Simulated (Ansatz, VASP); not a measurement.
## One calculation of ZnSe, two programs

```xyz
2
Lattice="0.0000 2.8798 2.8798 2.8798 0.0000 2.8798 2.8798 2.8798 0.0000" Properties=species:S:1:pos:R:3 pbc="T T T"
Zn    0.0000    0.0000    0.0000
Se    1.4399    1.4399    1.4399
```

Alike in both runs: task relaxation of cell and atoms; functional LDA; k mesh 11 × 11 × 11; occupations fermi-dirac, width 0.08 eV; no spin polarisation.

```csv
,VASP,Ansatz
version,VASP 6.6.1,Ansatz 0.2.0
potentials or method,"VASP PAW LDA potentials, release 64 (Zn, Se)","PAW with Ansatz's default frozen-core files, scalar-relativistic"
plane-wave cutoff (eV),600,420
valence electrons in the cell,18,28
```

```csv
,VASP,Ansatz,Ansatz less VASP
relaxed volume (Å³/atom),21.67,21.58,-0.096
relaxed cell length with the largest relative difference (Å),3.943,3.937,-0.0059
```

LDA's correlation is that of Perdew and Zunger in VASP and of Perdew and Wang (1992) in Ansatz. VASP's potentials hold 18 valence electrons a cell and Ansatz's 28, so a difference there can come from the potentials and not from the codes.
